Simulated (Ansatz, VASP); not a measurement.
**Yb: VASP beside Ansatz**

```
CELL_PARAMETERS angstrom
0.00000 2.64958 2.64958
2.64958 0.00000 2.64958
2.64958 2.64958 0.00000
ATOMIC_POSITIONS crystal
Yb 0.00000 0.00000 0.00000
```

Alike in both runs: task single point; functional PBE; k mesh 17 × 17 × 17; occupations fermi-dirac, width 0.1 eV; no spin polarisation.

|  | VASP | Ansatz |
| --- | --- | --- |
| version | VASP 6.6.1 | Ansatz 0.2.0 |
| potentials or method | VASP PAW PBE potentials, release 64 (Yb), cutoff 520 eV | plane waves (420 eV) with PAW, scalar-relativistic |
| valence electrons in the cell | 24 | 24 |

```csv
,VASP,Ansatz,Ansatz less VASP
pressure (GPa),-1.0,-0.7,+0.37
```

Neither program's run includes spin-orbit coupling.
